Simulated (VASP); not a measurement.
# Te (C2) in VASP: a series of runs, part 2 of 2

VASP 6.6.1.

### Step 3. Electric field gradients, r2SCAN (shortest bond scaled by 0.58)

File POSCAR:

```
Te
1.0
    4.6013525159      0.0000000000      0.0000000000
   -2.3006762580      3.9848881706      0.0000000000
    0.0000000000      0.0000000000      5.9000620010
Te
3
Direct
    0.2027907643      0.0539064057      0.4033333333
    0.0539064057      0.2027907643      0.5966666667
    0.7433028300      0.7433028300      0.0000000000
```

File INCAR.step1:

```
ALGO = Normal
EDIFF = 1E-4
ENCUT = 520
GGA = PE
ISMEAR = -1
LASPH = True
LCHARG = False
LREAL = False
LWAVE = True
NBANDS = 16
NELM = 100
PREC = Accurate
SIGMA = 0.05
```

File INCAR.step2:

```
ALGO = Normal
EDIFF = 1E-8
ENCUT = 520
ISIF = 2
ISMEAR = -1
ISTART = 1
LASPH = True
LCHARG = False
LEFG = True
LMIXTAU = True
LREAL = False
LWAVE = False
METAGGA = R2SCAN
NBANDS = 16
NELM = 100
PREC = Accurate
SIGMA = 0.05
```

File KPOINTS:

```
k-points
0
Gamma
  8 8 5
```

Potentials or basis: VASP PAW PBE potentials, release 64 (Te).

Started as:

```bash
$ cat potpaw_PBE.64/Te/POTCAR > POTCAR
$ cp INCAR.step1 INCAR
$ mpirun -np 1 vasp_std > vasp.out
$ cp INCAR.step2 INCAR
$ mpirun -np 1 vasp_std > vasp.out
```

OUTCAR:

```text
EDIFF = 1E-8
   ENCUT = 520
   ISIF = 2
   ISMEAR = -1
   ISTART = 1
   LASPH = True
   LREAL = False
   METAGGA = R2SCAN
   NELM = 100
   PREC = Accurate

 ion  position               nearest neighbor table
   1  0.203  0.054  0.403-   2 1.65   3 3.03
   2  0.054  0.203  0.597-   1 1.65   3 3.03
   3  0.743  0.743  0.000-   1 3.03   2 3.03

 -----------------------------------------------------------------------------
|                                                                             |
|           W    W    AA    RRRRR   N    N  II  N    N   GGGG   !!!           |
|           W    W   A  A   R    R  NN   N  II  NN   N  G    G  !!!           |
|           W    W  A    A  R    R  N N  N  II  N N  N  G       !!!           |
|           W WW W  AAAAAA  RRRRR   N  N N  II  N  N N  G  GGG   !            |
|           WW  WW  A    A  R   R   N   NN  II  N   NN  G    G                |
|           W    W  A    A  R    R  N    N  II  N    N   GGGG   !!!           |
|                                                                             |
|     The distance between some ions is very small. Please check the          |
|     nearest-neighbor list in the OUTCAR file.                               |
|     I HOPE YOU KNOW WHAT YOU ARE DOING!                                     |
|                                                                             |
 -----------------------------------------------------------------------------

  LATTYP: Found a hexagonal cell.
 ALAT       =     4.6013525159
 C/A-ratio  =     1.2822451617

  Lattice vectors:

 A1 = (   4.6013525159,   0.0000000000,   0.0000000000)
 A2 = (  -2.3006762580,   3.9848881706,   0.0000000000)
 A3 = (   0.0000000000,   0.0000000000,   5.9000620010)

Analysis of symmetry for initial positions (statically):
=====================================================================
 Subroutine PRICEL returns:
 Original cell was already a primitive cell.
[... 641 lines left out ...]
  --------------------------------------------------------------------------------------
  -------------------------------------------------------------------------------------
  Total       67.4962572     23.0098021     82.6252927    -38.5264003     43.5840036    -75.4897393
  in kB      999.6133632    340.7730529   1223.6729883   -570.5724458    645.4750861  -1117.9960976
  external PRESSURE =     854.6864681 kB  Pullay stress =       0.0000000 kB

 VOLUME and BASIS-vectors are now :
 -----------------------------------------------------------------------------
  energy-cutoff  :      520.00
  volume of cell :      108.18
      direct lattice vectors                 reciprocal lattice vectors
     4.601352516  0.000000000  0.000000000     0.217327405  0.125474036  0.000000000
    -2.300676258  3.984888171  0.000000000     0.000000000  0.250948071  0.000000000
     0.000000000  0.000000000  5.900062001     0.000000000  0.000000000  0.169489744

 POSITION                                       TOTAL-FORCE (eV/Angst)
 -----------------------------------------------------------------------------------
      0.80909      0.21481      2.37969        65.511851    -37.678147    -72.731599
     -0.21851      0.80810      3.52037       -65.386158     37.895854     72.731599
      1.71010      2.96198      0.00000        -0.125693     -0.217707      0.000000
 -----------------------------------------------------------------------------------
    total drift:                                0.000010      0.000017      0.000000

  FREE ENERGIE OF THE ION-ELECTRON SYSTEM (eV)
  ---------------------------------------------------
  free  energy   TOTEN  =       -48.7695905057 eV

  energy  without entropy=      -48.7673890495  energy(sigma->0) =      -48.76848978

 Electric field gradients (V/A^2)
---------------------------------------------------------------------
 ion       V_xx      V_yy      V_zz      V_xy      V_xz      V_yz
---------------------------------------------------------------------
   1    -140.557   105.793    34.764   396.735   532.013   -68.876
   2    -299.377   264.613    34.764   305.040   325.654  -426.299
   3    -252.398    21.567   230.831   237.260   337.307  -194.744
---------------------------------------------------------------------

 Electric field gradients after diagonalization (V/A^2)
 (convention: |V_zz| > |V_xx| > |V_yy|)
----------------------------------------------------------------------
 ion       V_xx      V_yy      V_zz     asymmetry (V_yy - V_xx)/ V_zz
----------------------------------------------------------------------
   1     594.105   146.274  -740.379       0.605
   2     594.105   146.274  -740.379       0.605
   3     418.588   158.549  -577.137       0.451
----------------------------------------------------------------------

           NMR quadrupolar parameters

 Cq : quadrupolar parameter    Cq=e*Q*V_zz/h
 eta: asymmetry parameters     (V_yy - V_xx)/ V_zz
 Q  : nuclear electric quadrupole moment in mb (millibarn)
----------------------------------------------------------------------
 ion       Cq(MHz)       eta       Q (mb)
----------------------------------------------------------------------
   1      -1.790       0.605       1.000
   2      -1.790       0.605       1.000
   3      -1.396       0.451       1.000
----------------------------------------------------------------------
```

Run time: 8 min. Hardware: 1 thread of Intel Xeon Platinum 8488C (Sapphire Rapids), shared host; peak memory 0.33 GiB.

What came out:

- Free energy: -48.7696 eV
- Pressure: 85.5 GPa
- Largest force: 104.887 eV/Å
- Band gap on the k mesh: 0.18 eV (least direct gap 0.52 eV)
- Largest electric field gradient by atom: Te -740.4, -577.1 (each value once) V/Å²

Forces on the atoms (eV/Å):
```
Te   65.512 -37.678 -72.732
Te  -65.386  37.896  72.732
Te   -0.126  -0.218   0.000
```

Stress tensor (GPa, compression positive):
```
  99.96  -57.06 -111.80
 -57.06   34.08   64.55
-111.80   64.55  122.37
```

Electric field gradients, principal values (V/Å²):
| atom | least | middle | greatest (by size) |
| --- | --- | --- | --- |
| 1 Te | 146.274 | 594.105 | -740.379 |
| 2 Te | 146.274 | 594.105 | -740.379 |
| 3 Te | 158.549 | 418.588 | -577.137 |

Caveat: the cell differs from its parent crystal (shortest bond scaled by 0.58); atoms lie so close that the PAW spheres overlap strongly, which falsifies energies and pressures; the stress differs along the axes, from 34 to 122 GPa; semilocal functionals underestimate gaps, and a narrow one can read as zero; without QUAD_EFG the Cq values of the log hold for a quadrupole moment of 1 mb, not for the nuclei; the PAW data sets were made with another functional, which shifts forces and pressure a little; spin-orbit coupling is left out, which moves the levels of the heavy elements. A k mesh can miss the band edges.
